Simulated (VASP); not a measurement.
# Cu (Fm-3m) in VASP: notebook

Cu is run at these levels: LDA; tasks: single point, relaxation of cell and atoms.

All numbers are computed with VASP 6.6.1; they aren't measurements. Logs are shortened: lines on timing, memory, paths and dates and some standing lists are left out, and cuts for length are marked.

### 1 The cell of the first run

It takes space group Fm-3m (No. 225, cubic). Conventional cell: a = 3.518 Å, b = 3.518 Å, c = 3.518 Å, α = 90.00°, β = 90.00°, γ = 90.00°. Cu (site symmetry m-3m) has 12 Cu at 2.49 Å within 3.3 Å.

### 2 Single point, LDA

The input, INCAR:

```
SYSTEM = Cu
PREC     = Accurate       ! precision mode
ENCUT    = 520            ! plane-wave cutoff, eV
EDIFF    = 1E-7           ! SCF threshold, eV
ISMEAR   = -1             ! smearing method
SIGMA    = 0.05           ! smearing width, eV
LREAL    = .False.        ! projectors in reciprocal space
LASPH    = .True.         ! aspherical terms in the spheres
NELM     = 60             ! most SCF steps
ALGO     = Normal         ! electronic algorithm
ISIF     = 2              ! what is computed and relaxed
LWAVE    = .False.        ! write WAVECAR
LCHARG   = .False.        ! write CHGCAR
GGA      = CA             ! functional
NBANDS   = 12             ! bands
```

The input, KPOINTS:

```
Automatic mesh
0
Gamma
  21 21 21
  0 0 0
```

The input, POSCAR:

```
Cu
1.0
    0.0000000000      1.7588387010      1.7588387010
    1.7588387010      0.0000000000      1.7588387010
    1.7588387010      1.7588387010      0.0000000000
Cu
1
Direct
    0.0000000000      0.0000000000      0.0000000000
```

Potentials or basis: VASP PAW LDA potentials, release 64 (Cu).

Command:

```console
$ cat potpaw_LDA.64/Cu/POTCAR > POTCAR
$ mpirun -np 1 vasp_std > vasp.out
```

OUTCAR:

```text
SYSTEM = Cu
   PREC = Accurate
   ENCUT = 520
   EDIFF = 1E-7
   ISMEAR = -1
   LREAL = .False.
   LASPH = .True.
   NELM = 60
   ISIF = 2
   GGA = CA

 ion  position               nearest neighbor table
   1  0.000  0.000  0.000-

  LATTYP: Found a face centered cubic cell.
 ALAT       =     3.5176774020

  Lattice vectors:

 A1 = (   0.0000000000,   1.7588387010,   1.7588387010)
 A2 = (   1.7588387010,   0.0000000000,   1.7588387010)
 A3 = (   1.7588387010,   1.7588387010,   0.0000000000)

Analysis of symmetry for initial positions (statically):
=====================================================================
 Subroutine PRICEL returns:
 Original cell was already a primitive cell.

 Routine SETGRP: Setting up the symmetry group for a
 face centered cubic supercell.

 Subroutine GETGRP returns: Found 48 space group operations
 (whereof 48 operations were pure point group operations)
 out of a pool of 48 trial point group operations.

The static configuration has the point symmetry O_h .

Analysis of symmetry for dynamics (positions and initial velocities):
=====================================================================
 Subroutine PRICEL returns:
 Original cell was already a primitive cell.

 Routine SETGRP: Setting up the symmetry group for a
 face centered cubic supercell.

 Subroutine GETGRP returns: Found 48 space group operations
 (whereof 48 operations were pure point group operations)
 out of a pool of 48 trial point group operations.

The dynamic configuration has the point symmetry O_h .

 Subroutine INISYM returns: Found 48 space group operations
 (whereof 48 operations are pure point group operations),
 and found     1 'primitive' translations

----------------------------------------------------------------------------------------

                                     Primitive cell

  volume of cell :      10.8820

  direct lattice vectors                    reciprocal lattice vectors
     0.000000000  1.758838701  1.758838701    -0.284278484  0.284278484  0.284278484
     1.758838701  0.000000000  1.758838701     0.284278484 -0.284278484  0.284278484
     1.758838701  1.758838701  0.000000000     0.284278484  0.284278484 -0.284278484

  length of vectors
     2.487373545  2.487373545  2.487373545     0.492384778  0.492384778  0.492384778

  position of ions in fractional coordinates (direct lattice)
     0.000000000  0.000000000  0.000000000

  ion indices of the primitive-cell ions
   primitive index   ion index
                 1           1

----------------------------------------------------------------------------------------

 KPOINTS: Automatic mesh

Automatic generation of k-mesh.
 Grid dimensions read from file:
 generate k-points for:   21   21   21

 Generating k-lattice:

  Cartesian coordinates                     Fractional coordinates (reciprocal lattice)
    -0.013537071  0.013537071  0.013537071     0.047619048  0.000000000  0.000000000
     0.013537071 -0.013537071  0.013537071     0.000000000  0.047619048  0.000000000
     0.013537071  0.013537071 -0.013537071     0.000000000  0.000000000  0.047619048

  Length of vectors
     0.023446894  0.023446894  0.023446894

  Shift w.r.t. Gamma in fractional coordinates (k-lattice)
     0.000000000  0.000000000  0.000000000

 Subroutine IBZKPT returns following result:
 ===========================================

 Found    286 irreducible k-points:

 Following reciprocal coordinates:
            Coordinates               Weight
  0.000000  0.000000  0.000000      1.000000
  0.047619  0.000000  0.000000      8.000000
  0.095238  0.000000  0.000000      8.000000
  0.142857  0.000000  0.000000      8.000000
  0.190476  0.000000  0.000000      8.000000
  0.238095  0.000000  0.000000      8.000000
[... 16 lines left out ...]
 -0.428571  0.047619  0.000000     24.000000
 -0.380952  0.047619  0.000000     24.000000
 [... further k-points ...]
   k-points           NKPTS =    286   k-points in BZ     NKDIM =    286   number of bands    NBANDS=     12
   number of dos      NEDOS =    301   number of ions     NIONS =      1
   total plane-waves  NPLWV =   5832
   dimension x,y,z NGX =    18 NGY =   18 NGZ =   18
   dimension x,y,z NGXF=    36 NGYF=   36 NGZF=   36
   ions per type =               1
   NGX,Y,Z   is equivalent  to a cutoff of  12.03, 12.03, 12.03 a.u.
   NGXF,Y,Z  is equivalent  to a cutoff of  24.06, 24.06, 24.06 a.u.
 SYSTEM =  Cu
   PREC   = accura    normal or accurate (medium, high low for compatibility)
   ISTART =      0    job   : 0-new  1-cont  2-samecut
   ICHARG =      2    charge: 1-file 2-atom 10-const
   ISPIN  =      1    spin polarized calculation?
   LNONCOLLINEAR =      F non collinear calculations
   LSORBIT =      F    spin-orbit coupling
   LASPH  =      T    aspherical Exc in radial PAW
   ENCUT  =  520.0 eV  38.22 Ry    6.18 a.u.   4.62  4.62  4.62*2*pi/ulx,y,z
   NELM   =     60;   NELMIN=  2; NELMDL= -5     # of ELM steps
   EDIFF  = 0.1E-06   stopping-criterion for ELM
   LREAL  =      F    real-space projection
   EDIFFG = 0.1E-05   stopping-criterion for IOM
   NSW    =      0    number of steps for IOM
   IBRION =     -1    ionic relax: 0-MD 1-quasi-New 2-CG
   NFREE  =      0    steps in history (QN), initial steepest desc. (CG)
   ISIF   =      2    stress and relaxation
   ISYM   =      2    0-nonsym 1-usesym 2-fastsym
   POTIM  = 0.5000    time-step for ionic-motion
   TEBEG  =    0.0;   TEEND  =   0.0 temperature during run
   PSTRESS=    0.0 pullay stress
   NELECT =      11.0000    total number of electrons
   NUPDOWN=      -1.0000    fix difference up-down
   EMIN   =  10.00;   EMAX   =-10.00  energy-range for DOS
   EFERMI =   0.00;   METHOD = LEGACY
   ISMEAR =    -1;   SIGMA  =   0.05  broadening in eV -4-tet -1-fermi 0-gaus
   EFERMI_NEDOS =   21; number of points for ismear=-14 and -15
   IALGO  =     38    algorithm
   IMIX   =      4    mixing-type and parameters
     AMIX     =   0.40;   BMIX     =  1.00
     AMIX_MAG =   1.60;   BMIX_MAG =  1.00
  volume/ion in A,a.u.               =      10.88        73.44
  Fermi-wavevector in a.u.,A,eV,Ry     =   1.642996  3.104811 36.728033  2.699434
  Thomas-Fermi vector in A             =   2.733204
   LORBIT       =      0    0 simple, 1 ext, 2 COOP (PROOUT), +10 PAW based schemes
   GGA     = CA    functional components
   LHFCALC =     F    Hartree Fock is set to
   AEXX    =    0.0000 exact exchange contribution
   IVDW    =     0    specifies the selected vdW correction
   LEPSILON=     F    determine dielectric tensor
   LRPA    =     F    only Hartree local field effects (RPA)
 non-spin polarized calculation
  energy-cutoff  :      520.00
  volume of cell :       10.88
 maximum number of plane-waves:       304
   NGX =  9   NGY =  9   NGZ =  9

 number of electron      10.9999994 magnetization

 Free energy of the ion-electron system (eV)
  ---------------------------------------------------
  ext. energy  EPLUGINS =         0.00000000
  ---------------------------------------------------
  free energy    TOTEN  =        -4.70757089 eV

  energy without entropy =       -4.70468498  energy(sigma->0) =       -4.70612793

 E-fermi :   8.4667     XC(G=0): -13.5885

 val. band max:        8.3812796809   @ k =   0.4762   0.2857   0.0476
 cond. band min:       8.4709134962   @ k =  -0.3333   0.1905   0.0000
 fundamental gap:      0.0896338153
 Fermi energy:         8.4667287869

 k-point     1 :       0.0000    0.0000    0.0000
  band No.  band energies     occupation
      1      -1.5788      2.00000
      2       5.0683      2.00000
      3       5.0683      2.00000
      4       5.0683      2.00000
      5       6.0187      2.00000
      6       6.0187      2.00000
      7      31.7364      0.00000
      8      34.8611      0.00000
      9      34.8611      0.00000
     10      34.8611      0.00000
     11      37.4791      0.00000
     12      37.4791      0.00000

 k-point     2 :       0.0476    0.0000    0.0000
  band No.  band energies     occupation
      1      -1.4911      2.00000
      2       5.0479      2.00000
      3       5.0863      2.00000
      4       5.0863      2.00000
      5       6.0113      2.00000
      6       6.0113      2.00000
      7      31.3539      0.00000
      8      33.6086      0.00000
      9      34.5813      0.00000
     10      34.5813      0.00000
     11      37.8760      0.00000
     12      37.8760      0.00000

 k-point     3 :       0.0952    0.0000    0.0000
  band No.  band energies     occupation
      1      -1.2301      2.00000
      2       4.9911      2.00000
      3       5.1353      2.00000
      4       5.1353      2.00000
      5       5.9939      2.00000
      6       5.9939      2.00000
      7      29.6319      0.00000
      8      32.7252      0.00000
      9      34.0196      0.00000
     10      34.0196      0.00000
     11      38.7563      0.00000
     12      38.7563      0.00000

 k-point     4 :       0.1429    0.0000    0.0000
  band No.  band energies     occupation
      1      -0.8038      2.00000
      2       4.9107      2.00000
      3       5.1982      2.00000
      4       5.1982      2.00000
      5       5.9826      2.00000
      6       5.9826      2.00000
      7      27.1708      0.00000
      8      32.4417      0.00000
      9      33.4423      0.00000
     10      33.4423      0.00000
     11      39.3311      0.00000
     12      39.6393      0.00000

 k-point     5 :       0.1905    0.0000    0.0000
  band No.  band energies     occupation
      1      -0.2277      2.00000
      2       4.8288      2.00000
      3       5.2465      2.00000
      4       5.2465      2.00000
      5       6.0040      2.00000
      6       6.0040      2.00000
      7      24.6303      0.00000
      8      32.1752      0.00000
      9      32.9314      0.00000
     10      32.9314      0.00000
     11      39.3288      0.00000
     12      39.5570      0.00000
[... 228 lines left out ...]
      1       2.8234      2.00000
      2       5.0084      2.00000
      3       5.0754      2.00000
      4       6.1852      2.00000
      5       6.6622      2.00000
      6       7.4053      2.00000
      7      13.0220      0.00000
      8      29.7222      0.00000
      9      30.7017      0.00000
     10      31.1699      0.00000
     11      35.6176      0.00000
     12      35.7648      0.00000

 k-point    22 :      -0.4762    0.0476    0.0000
  band No.  band energies     occupation
      1       2.8528      2.00000
      2       5.0032      2.00000
      3       5.0637      2.00000
      4       6.2833      2.00000
      5       6.6530      2.00000
      6       7.6388      2.00000
      7      12.5998      0.00000
      8      29.5043      0.00000
      9      30.9582      0.00000
     10      31.1036      0.00000
     11      35.3135      0.00000
     12      35.8113      0.00000

 k-point    23 :      -0.4286    0.0476    0.0000
  band No.  band energies     occupation
      1       2.7921      2.00000
      2       5.0242      2.00000
      3       5.0766      2.00000
      4       6.1292      2.00000
      5       6.5861      2.00000
      6       7.2572      2.00000
      7      13.4043      0.00000
      8      29.3302      0.00000
      9      31.0044      0.00000
     10      31.6627      0.00000
     11      35.0388      0.00000
     12      36.1392      0.00000

 k-point    24 :      -0.3810    0.0476    0.0000
  band No.  band energies     occupation
      1       2.5972      2.00000
      2       5.0679      2.00000
      3       5.1126      2.00000
      4       5.6550      2.00000
      5       6.4695      2.00000
      6       6.8381      2.00000
      7      14.9712      0.00000
      8      29.2424      0.00000
      9      31.2613      0.00000
     10      32.3404      0.00000
     11      34.9718      0.00000
     12      36.5750      0.00000

 [... further k-points ...]

------------------------ aborting loop because EDIFF is reached ----------------------------------------

  FORCE on cell =-STRESS in cart. coord.  units (eV):
  Direction    XX          YY          ZZ          XY          YZ          ZX
  --------------------------------------------------------------------------------------
  -------------------------------------------------------------------------------------
  Total        0.0584248      0.0584248      0.0584248     -0.0000000     -0.0000000      0.0000000
  in kB        8.6020091      8.6020091      8.6020091     -0.0000000     -0.0000000      0.0000000
  external PRESSURE =       8.6020091 kB  Pullay stress =       0.0000000 kB

 VOLUME and BASIS-vectors are now :
 -----------------------------------------------------------------------------
  energy-cutoff  :      520.00
  volume of cell :       10.88
      direct lattice vectors                 reciprocal lattice vectors
     0.000000000  1.758838701  1.758838701    -0.284278484  0.284278484  0.284278484
     1.758838701  0.000000000  1.758838701     0.284278484 -0.284278484  0.284278484
     1.758838701  1.758838701  0.000000000     0.284278484  0.284278484 -0.284278484

 POSITION                                       TOTAL-FORCE (eV/Angst)
 -----------------------------------------------------------------------------------
      0.00000      0.00000      0.00000         0.000000      0.000000      0.000000
 -----------------------------------------------------------------------------------
    total drift:                                0.000000      0.000000     -0.000000

  FREE ENERGIE OF THE ION-ELECTRON SYSTEM (eV)
  ---------------------------------------------------
  free  energy   TOTEN  =        -4.7075708891 eV

  energy  without entropy=       -4.7046849761  energy(sigma->0) =       -4.70612793
```

Run time: 18 s. Hardware: 1 thread of Intel Xeon Platinum 8488C (Sapphire Rapids), shared host; peak memory 0.13 GiB.

What came out:

```yaml
Free_energy: -4.7076 eV
Pressure: 0.9 GPa
Band_gap_on_the_k_mesh: zero (an odd number of electrons rules out a gap without spin polarisation)
```

Levels at points of the mesh, in eV from the Fermi level:
```tsv
k point	band 2	band 3	band 4	band 5	band 6	band 7	band 8	band 9	band 10	band 11
(0.00, 0.00, 0.00)	-3.40	-3.40	-3.40	-2.45	-2.45	23.27	26.39	26.39	26.39	29.01
```

### 3 Relaxation of cell and atoms, LDA

This run uses another cell than the first one, of 11.81 Å³/atom.

The input, INCAR:

```
PREC = Accurate
ENCUT = 600
EDIFF = 1E-6
ISMEAR = -1
SIGMA = 0.05
LREAL = False
LASPH = True
NELM = 60
ALGO = Normal
ISIF = 3
LWAVE = False
LCHARG = False
GGA = CA
IBRION = 2
NSW = 60
EDIFFG = -0.005
```

The input, KPOINTS:

```
regular mesh
0
Gamma
  21 21 21
```

The input, POSCAR:

```
Cu
1.0
    0.0000000000      1.8074791684      1.8074791684
    1.8074791684      0.0000000000      1.8074791684
    1.8074791684      1.8074791684      0.0000000000
Cu
1
Direct
    0.0000000000      0.0000000000      0.0000000000
```

Potentials or basis: VASP PAW LDA potentials, release 64 (Cu).

Command:

```console
$ cat potpaw_LDA.64/Cu/POTCAR > POTCAR
$ mpirun -np 1 vasp_std > vasp.out
```

It took 51 s on 1 thread of Intel Xeon Platinum 8488C (Sapphire Rapids), shared host; peak memory 0.16 GiB.

The run converged. Its results:

```yaml
Free_energy: -4.7082 eV
Relaxed_volume: 10.94 Å³/atom
Relaxed_cell: a = 2.492 Å, b = 2.492 Å, c = 2.492 Å, α = 60.00°, β = 60.00°, γ = 60.00°
Space_group_after_relaxing_to_0.1_Å: Fm-3m (No. 225)
Energy_gained_by_relaxing: 34.8 meV/atom
Ionic_steps: 5
Pressure_after_relaxing: -0.1 GPa
Band_gap_on_the_k_mesh: zero (an odd number of electrons rules out a gap without spin polarisation)
```

Step by step:
```csv
step,energy change (eV),largest force (eV/Å),pressure (GPa),volume (Å³)
1,0.0000,0.0000,-11.74,11.81
2,-0.0177,0.0000,10.62,10.39
3,-0.0348,0.0000,-0.08,10.94
4,-0.0347,0.0000,0.20,10.92
5,-0.0348,0.0000,-0.07,10.94
```

Final structure:
```
Cu
1.0
     0.00000    1.76193    1.76193
     1.76193    0.00000    1.76193
     1.76193    1.76193    0.00000
Cu
1
Direct
  0.00000 0.00000 0.00000
```

Levels at points of the mesh, in eV from the Fermi level:
| k point | band 2 | band 3 | band 4 | band 5 | band 6 | band 7 | band 8 | band 9 |
| --- | --- | --- | --- | --- | --- | --- | --- | --- |
| (0.00, 0.00, 0.00) | -3.38 | -3.38 | -3.38 | -2.44 | -2.44 | 23.23 | 26.31 | 26.31 |

### 4 Single point, LDA

This run uses another cell than the first one: it holds 3 atoms, not 1.

The input, INCAR:

```
SYSTEM = Cu
PREC = Accurate
ENCUT = 520
EDIFF = 1E-7
ISMEAR = -1
SIGMA = 0.05
LREAL = .False.
LASPH = .True.
NELM = 60
ALGO = Normal
ISIF = 2
LWAVE = .False.
LCHARG = .True.
LELF = .True.
LVHAR = .True.
NBANDS = 24
```

The input, KPOINTS:

```
Automatic mesh
0
Gamma
  19 19 7
  0 0 0
```

The input, POSCAR:

```
Cu
1.0
    0.0000000000      1.7588387010     -1.7588387010
   -1.7588387010      0.0000000000      1.7588387010
    3.5176774021      3.5176774021      3.5176774021
Cu
3
Direct
    0.0000000000      0.0000000000      0.0000000000
    0.3333333330      0.6666666670      0.3333333330
    0.6666666670      0.3333333330      0.6666666670
```

Command:

```console
$ cat potpaw_LDA.64/Cu/POTCAR > POTCAR
$ mpirun -np 1 vasp_std > vasp.out
```

Run time: 96 s. Hardware: 1 thread of Intel Xeon Platinum 8488C (Sapphire Rapids), shared host; peak memory 0.24 GiB.

Results (log left out):

- Free energy: -14.1247 eV
- Pressure: 0.9 GPa
- Band gap on the k mesh: zero (an odd number of electrons rules out a gap without spin polarisation)

Levels at points of the mesh, in eV from the Fermi level:
```csv
k point,band 15,band 16,band 17,band 18,band 19,band 20
"(0.00, 0.00, 0.00)",-2.11,-2.11,-2.11,-2.11,9.09,9.09
```

### 5 Single point, LDA

This run uses another cell than the first one: it holds 3 atoms, not 1.

The input, INCAR:

```
PREC = Accurate ; ENCUT = 520
EDIFF = 1E-6 ; ISMEAR = -1
SIGMA = 0.05 ; LREAL = False
LASPH = True ; NELM = 80
ALGO = Normal ; ISIF = 2
LWAVE = False ; LCHARG = False
NBANDS = 24
```

The input, KPOINTS:

```
Automatic mesh
0
Gamma
  19 19 7
```

POSCAR is that of step 4.

Command:

```console
$ cat potpaw_LDA.64/Cu/POTCAR > POTCAR
$ mpirun -np 1 vasp_std > vasp.out
```

Run time: 1.8 min. Hardware: 1 thread of Intel Xeon Platinum 8488C (Sapphire Rapids), shared host; peak memory 0.24 GiB.

It converged, with:

```
Free energy            : -14.1247 eV
Pressure               : 0.9 GPa
Band gap on the k mesh : zero (an odd number of electrons rules out a gap without spin polarisation)
```

Levels at points of the mesh, in eV from the Fermi level:
| k point | band 13 | band 14 | band 15 | band 16 | band 17 | band 18 | band 19 | band 20 | band 21 | band 22 |
| --- | --- | --- | --- | --- | --- | --- | --- | --- | --- | --- |
| (0.00, 0.00, 0.00) | -2.45 | -2.45 | -2.11 | -2.11 | -2.11 | -2.11 | 9.09 | 9.09 | 22.53 | 22.53 |

### 6 Summary

```tsv
task	cell	k mesh	cutoff (eV)	gap on the mesh (eV)	pressure (GPa)
single point	a = 2.487 Å, angles 60.0°, 1 atom, atomic positions A	21 × 21 × 21	520	none	0.9
relaxation of cell and atoms	relaxed from a = 2.556 Å, angles 60.0°, 1 atom, atomic positions A	21 × 21 × 21	600	none	-0.1
single point	a = 2.487, b = 2.487, c = 6.093 Å, angles 90.0, 90.0, 120.0°, 3 atoms, atomic positions B	19 × 19 × 7	520	none	0.9
```

Alike in all rows: level LDA; potentials or basis VASP PAW LDA potentials, release 64 (Cu); no spin polarisation; smearing fermi-dirac 0.05 eV.

Absolute energies hang on the potentials; compare differences alone.
